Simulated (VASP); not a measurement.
# ZrTaS3 (P4/mmm) in VASP: single point with PBE

Aim: the single point of ZrTaS3 with PBE.

All numbers are computed with VASP 6.6.1; they aren't measurements. Logs are shortened: lines on timing, memory, paths and dates and some standing lists are left out, and cuts for length are marked.

## 1. The cell of the first run

It takes space group P4/mmm (No. 123, tetragonal). The conventional cell has a = 3.672 Å, b = 3.672 Å, c = 8.654 Å, α = 90.00°, β = 90.00°, γ = 90.00°. Within 3.4 Å of Zr (site symmetry 4/mmm) lie 4 S at 2.60 Å. Ta (site symmetry 4/mmm) has 4 S at 1.84 Å within 2.4 Å. Within 3.4 Å of S (site symmetry 4/mmm) lie 4 Zr at 2.60 Å. Within 2.4 Å of S (site symmetry mmm) lie 2 Ta at 1.84 Å.

The cell was generated, and may not be a known phase.

## 2. Single point, PBE

INCAR reads:

```
SYSTEM = ZrTaS3
PREC = Accurate
ENCUT = 520
EDIFF = 1E-7
ISMEAR = 0
SIGMA = 0.1
LREAL = .False.
LASPH = .True.
NELM = 80
ALGO = Normal
ISIF = 2
LWAVE = .False.
LCHARG = .False.
GGA = PE
NBANDS = 28
```

KPOINTS reads:

```
Automatic mesh
0
Gamma
  6 6 2
  0 0 0
```

POSCAR reads:

```
ZrTaS3
1.0
    3.6722098600      0.0000000000      0.0000000000
    0.0000000000      3.6722098600      0.0000000000
    0.0000000000      0.0000000000      8.6541789100
Zr Ta S
1 1 3
Direct
    0.0000000000      0.0000000000      0.5000000000
    0.5000000000      0.5000000000      0.0000000000
    0.5000000000      0.5000000000      0.5000000000
    0.0000000000      0.5000000000      0.0000000000
    0.5000000000      0.0000000000      0.0000000000
```

Potentials or basis: VASP PAW PBE potentials, release 64 (Zr_sv, Ta_pv, S).

The run is started by

```
$ cat potpaw_PBE.64/Zr_sv/POTCAR potpaw_PBE.64/Ta_pv/POTCAR potpaw_PBE.64/S/POTCAR > POTCAR
$ mpirun -np 1 vasp_std > vasp.out
```

OUTCAR:

```text
SYSTEM = ZrTaS3
   PREC = Accurate
   ENCUT = 520
   EDIFF = 1E-7
   ISMEAR = 0
   LREAL = .False.
   LASPH = .True.
   NELM = 80
   ISIF = 2
   GGA = PE

 ion  position               nearest neighbor table
   1  0.000  0.000  0.500-   3 2.60   3 2.60   3 2.60   3 2.60
   2  0.500  0.500  0.000-   4 1.84   5 1.84   5 1.84   4 1.84
   3  0.500  0.500  0.500-   1 2.60   1 2.60   1 2.60   1 2.60
   4  0.000  0.500  0.000-   2 1.84   2 1.84   5 2.60   5 2.60   5 2.60   5 2.60
   5  0.500  0.000  0.000-   2 1.84   2 1.84   4 2.60   4 2.60   4 2.60   4 2.60

  LATTYP: Found a simple tetragonal cell.
 ALAT       =     3.6722098600
 C/A-ratio  =     2.3566678485

  Lattice vectors:

 A1 = (   3.6722098600,   0.0000000000,   0.0000000000)
 A2 = (   0.0000000000,   3.6722098600,   0.0000000000)
 A3 = (   0.0000000000,   0.0000000000,   8.6541789100)

Analysis of symmetry for initial positions (statically):
=====================================================================
 Subroutine PRICEL returns:
 Original cell was already a primitive cell.

 Routine SETGRP: Setting up the symmetry group for a
 simple tetragonal supercell.

 Subroutine GETGRP returns: Found 16 space group operations
 (whereof 16 operations were pure point group operations)
 out of a pool of 16 trial point group operations.

The static configuration has the point symmetry D_4h.

Analysis of symmetry for dynamics (positions and initial velocities):
=====================================================================
 Subroutine PRICEL returns:
 Original cell was already a primitive cell.

 Routine SETGRP: Setting up the symmetry group for a
 simple tetragonal supercell.

 Subroutine GETGRP returns: Found 16 space group operations
 (whereof 16 operations were pure point group operations)
 out of a pool of 16 trial point group operations.

The dynamic configuration has the point symmetry D_4h.

 Subroutine INISYM returns: Found 16 space group operations
 (whereof 16 operations are pure point group operations),
 and found     1 'primitive' translations

----------------------------------------------------------------------------------------

                                     Primitive cell

  volume of cell :     116.7027

  direct lattice vectors                    reciprocal lattice vectors
     3.672209860  0.000000000  0.000000000     0.272315591  0.000000000  0.000000000
     0.000000000  3.672209860  0.000000000     0.000000000  0.272315591  0.000000000
     0.000000000  0.000000000  8.654178910     0.000000000  0.000000000  0.115551112

  length of vectors
     3.672209860  3.672209860  8.654178910     0.272315591  0.272315591  0.115551112

  position of ions in fractional coordinates (direct lattice)
     0.000000000  0.000000000  0.500000000
     0.500000000  0.500000000  0.000000000
     0.500000000  0.500000000  0.500000000
     0.000000000  0.500000000  0.000000000
     0.500000000  0.000000000  0.000000000

  ion indices of the primitive-cell ions
   primitive index   ion index
                 1           1
                 2           2
                 3           3
                 4           4
                 5           5

----------------------------------------------------------------------------------------

 KPOINTS: Automatic mesh

Automatic generation of k-mesh.
 Grid dimensions read from file:
 generate k-points for:    6    6    2

 Generating k-lattice:

  Cartesian coordinates                     Fractional coordinates (reciprocal lattice)
     0.045385932  0.000000000  0.000000000     0.166666667  0.000000000  0.000000000
     0.000000000  0.045385932  0.000000000     0.000000000  0.166666667  0.000000000
     0.000000000  0.000000000  0.057775556     0.000000000  0.000000000  0.500000000

  Length of vectors
     0.045385932  0.045385932  0.057775556

  Shift w.r.t. Gamma in fractional coordinates (k-lattice)
     0.000000000  0.000000000  0.000000000

 Subroutine IBZKPT returns following result:
 ===========================================

 Found     20 irreducible k-points:

 Following reciprocal coordinates:
            Coordinates               Weight
  0.000000  0.000000  0.000000      1.000000
  0.166667  0.000000  0.000000      4.000000
  0.333333  0.000000  0.000000      4.000000
  0.500000  0.000000  0.000000      2.000000
  0.166667  0.166667  0.000000      4.000000
  0.333333  0.166667  0.000000      8.000000
[... 12 lines left out ...]
  0.500000  0.333333  0.500000      4.000000
  0.500000  0.500000  0.500000      1.000000
   k-points           NKPTS =     20   k-points in BZ     NKDIM =     20   number of bands    NBANDS=     28
   number of dos      NEDOS =    301   number of ions     NIONS =      5
   total plane-waves  NPLWV =  50176
   dimension x,y,z NGX =    28 NGY =   28 NGZ =   64
   dimension x,y,z NGXF=    56 NGYF=   56 NGZF=  128
   ions per type =               1   1   3
   NGX,Y,Z   is equivalent  to a cutoff of  12.68, 12.68, 12.29 a.u.
   NGXF,Y,Z  is equivalent  to a cutoff of  25.35, 25.35, 24.59 a.u.
 SYSTEM =  ZrTaS3
   PREC   = accura    normal or accurate (medium, high low for compatibility)
   ISTART =      0    job   : 0-new  1-cont  2-samecut
   ICHARG =      2    charge: 1-file 2-atom 10-const
   ISPIN  =      1    spin polarized calculation?
   LNONCOLLINEAR =      F non collinear calculations
   LSORBIT =      F    spin-orbit coupling
   LASPH  =      T    aspherical Exc in radial PAW
   ENCUT  =  520.0 eV  38.22 Ry    6.18 a.u.   6.83  6.83 16.09*2*pi/ulx,y,z
   NELM   =     80;   NELMIN=  2; NELMDL= -5     # of ELM steps
   EDIFF  = 0.1E-06   stopping-criterion for ELM
   LREAL  =      F    real-space projection
   EDIFFG = 0.1E-05   stopping-criterion for IOM
   NSW    =      0    number of steps for IOM
   IBRION =     -1    ionic relax: 0-MD 1-quasi-New 2-CG
   NFREE  =      0    steps in history (QN), initial steepest desc. (CG)
   ISIF   =      2    stress and relaxation
   ISYM   =      2    0-nonsym 1-usesym 2-fastsym
   POTIM  = 0.5000    time-step for ionic-motion
   TEBEG  =    0.0;   TEEND  =   0.0 temperature during run
   PSTRESS=    0.0 pullay stress
   NELECT =      41.0000    total number of electrons
   NUPDOWN=      -1.0000    fix difference up-down
   EMIN   =  10.00;   EMAX   =-10.00  energy-range for DOS
   EFERMI =   0.00;   METHOD = LEGACY
   ISMEAR =     0;   SIGMA  =   0.10  broadening in eV -4-tet -1-fermi 0-gaus
   EFERMI_NEDOS =   21; number of points for ismear=-14 and -15
   IALGO  =     38    algorithm
   IMIX   =      4    mixing-type and parameters
     AMIX     =   0.40;   BMIX     =  1.00
     AMIX_MAG =   1.60;   BMIX_MAG =  1.00
  volume/ion in A,a.u.               =      23.34       157.51
  Fermi-wavevector in a.u.,A,eV,Ry     =   1.155161  2.182938 18.155571  1.334397
  Thomas-Fermi vector in A             =   2.291792
   LORBIT       =      0    0 simple, 1 ext, 2 COOP (PROOUT), +10 PAW based schemes
   GGA     = PE    functional components
   LHFCALC =     F    Hartree Fock is set to
   AEXX    =    0.0000 exact exchange contribution
   IVDW    =     0    specifies the selected vdW correction
   LEPSILON=     F    determine dielectric tensor
   LRPA    =     F    only Hartree local field effects (RPA)
 non-spin polarized calculation
 Gauss-broadening in eV      SIGMA  =   0.10
  energy-cutoff  :      520.00
  volume of cell :      116.70
 maximum number of plane-waves:      3168
 NGX is ok and might be reduce to    28
   NGX = 13   NGY = 13   NGZ = 33

 number of electron      41.0000005 magnetization

 Free energy of the ion-electron system (eV)
  ---------------------------------------------------
  ext. energy  EPLUGINS =         0.00000000
  ---------------------------------------------------
  free energy    TOTEN  =       -16.01598149 eV

  energy without entropy =      -15.99271224  energy(sigma->0) =      -16.00434686

 E-fermi :   5.3912     XC(G=0):  -9.2303

 val. band max:        5.3713480001   @ k =   0.3333   0.1667   0.5000
 cond. band min:       5.4170253646   @ k =   0.3333   0.0000   0.5000
 fundamental gap:      0.0456773644
 Fermi energy:         5.3912174984

 k-point     1 :       0.0000    0.0000    0.0000
  band No.  band energies     occupation
      1     -44.9551      2.00000
      2     -30.1092      2.00000
      3     -30.1092      2.00000
      4     -27.9550      2.00000
      5     -23.0280      2.00000
      6     -22.9041      2.00000
[... 20 lines left out ...]
     27       7.8899      0.00000
     28       7.8899      0.00000

 k-point     2 :       0.1667    0.0000    0.0000
  band No.  band energies     occupation
      1     -44.9527      2.00000
      2     -30.1937      2.00000
      3     -30.1063      2.00000
      4     -27.9516      2.00000
      5     -23.0246      2.00000
      6     -22.9529      2.00000
[... 20 lines left out ...]
     27       6.7161      0.00000
     28       8.1553      0.00000

 k-point     3 :       0.3333    0.0000    0.0000
  band No.  band energies     occupation
      1     -44.9479      2.00000
      2     -30.3576      2.00000
      3     -30.1004      2.00000
      4     -27.9446      2.00000
      5     -23.0488      2.00000
      6     -23.0177      2.00000
[... 20 lines left out ...]
     27       9.2716      0.00000
     28       9.4615      0.00000

 k-point     4 :       0.5000    0.0000    0.0000
  band No.  band energies     occupation
      1     -44.9455      2.00000
      2     -30.4370      2.00000
      3     -30.0974      2.00000
      4     -27.9412      2.00000
      5     -23.0959      2.00000
      6     -23.0143      2.00000
[... 20 lines left out ...]
     27       9.5498      0.00000
     28      11.2720      0.00000

 k-point     5 :       0.1667    0.1667    0.0000
  band No.  band energies     occupation
      1     -44.9504      2.00000
      2     -30.1918      2.00000
      3     -30.1892      2.00000
      4     -27.9481      2.00000
      5     -23.0213      2.00000
      6     -22.9512      2.00000
[... 20 lines left out ...]
     27       6.8451      0.00000
     28       7.0114      0.00000

 k-point     6 :       0.3333    0.1667    0.0000
  band No.  band energies     occupation
      1     -44.9457      2.00000
      2     -30.3539      2.00000
      3     -30.1841      2.00000
      4     -27.9413      2.00000
      5     -23.0380      2.00000
      6     -23.0145      2.00000
[... 339 lines left out ...]
      5     -23.0831      2.00000
      6     -23.0111      2.00000
[... 20 lines left out ...]
     27       9.1439      0.00000
     28      10.1665      0.00000

 k-point    18 :       0.3333    0.3333    0.5000
  band No.  band energies     occupation
      1     -44.9411      2.00000
      2     -30.3476      2.00000
      3     -30.3452      2.00000
      4     -27.9345      2.00000
      5     -23.0211      2.00000
      6     -23.0096      2.00000
[... 20 lines left out ...]
     27       8.5716      0.00000
     28       9.6262      0.00000

 k-point    19 :       0.5000    0.3333    0.5000
  band No.  band energies     occupation
      1     -44.9388      2.00000
      2     -30.4252      2.00000
      3     -30.3427      2.00000
      4     -27.9311      2.00000
      5     -23.0574      2.00000
      6     -23.0048      2.00000
[... 20 lines left out ...]
     27       8.7700      0.00000
     28       9.5631      0.00000

 k-point    20 :       0.5000    0.5000    0.5000
  band No.  band energies     occupation
      1     -44.9366      2.00000
      2     -30.4212      2.00000
      3     -30.4212      2.00000
      4     -27.9277      2.00000
      5     -23.0444      2.00000
      6     -23.0444      2.00000
[... 20 lines left out ...]
     27       9.4587      0.00000
     28       9.6295      0.00000

------------------------ aborting loop because EDIFF is reached ----------------------------------------

  FORCE on cell =-STRESS in cart. coord.  units (eV):
  Direction    XX          YY          ZZ          XY          YZ          ZX
  --------------------------------------------------------------------------------------
  -------------------------------------------------------------------------------------
  Total       76.2004256     76.2004256     -0.8373171      0.0000000      0.0000000     -0.0000000
  in kB     1046.1335385   1046.1335385    -11.4952830      0.0000000      0.0000000     -0.0000000
  external PRESSURE =     693.5905980 kB  Pullay stress =       0.0000000 kB

 VOLUME and BASIS-vectors are now :
 -----------------------------------------------------------------------------
  energy-cutoff  :      520.00
  volume of cell :      116.70
      direct lattice vectors                 reciprocal lattice vectors
     3.672209860  0.000000000  0.000000000     0.272315591  0.000000000  0.000000000
     0.000000000  3.672209860  0.000000000     0.000000000  0.272315591  0.000000000
     0.000000000  0.000000000  8.654178910     0.000000000  0.000000000  0.115551112

 POSITION                                       TOTAL-FORCE (eV/Angst)
 -----------------------------------------------------------------------------------
      0.00000      0.00000      4.32709         0.000000      0.000000      0.000000
      1.83610      1.83610      0.00000         0.000000      0.000000      0.000000
      1.83610      1.83610      4.32709         0.000000      0.000000      0.000000
      0.00000      1.83610      0.00000         0.000000      0.000000      0.000000
      1.83610      0.00000      0.00000         0.000000      0.000000      0.000000
 -----------------------------------------------------------------------------------
    total drift:                                0.000000      0.000000     -0.000000

  FREE ENERGIE OF THE ION-ELECTRON SYSTEM (eV)
  ---------------------------------------------------
  free  energy   TOTEN  =       -16.0159814856 eV

  energy  without entropy=      -15.9927122362  energy(sigma->0) =      -16.00434686
```

It took 2.7 min on 1 thread of Intel Xeon 8259CL, shared host; peak memory 0.25 GiB.

Results:

```yaml
Free_energy: -16.0160 eV
Pressure: 69.4 GPa
Band_gap_on_the_k_mesh: zero (an odd number of electrons rules out a gap without spin polarisation)
```

Caveat: the k points lie up to 0.36 Å⁻¹ apart, too coarse for converged energies and pressures of a metal; spin-orbit coupling is left out, which moves the levels of the heavy elements; an odd number of electrons without spin polarisation forces a metal; a magnetic or distorted state may lie lower.

The gap in the log of VASP goes by the Fermi energy; the results here count the filled bands.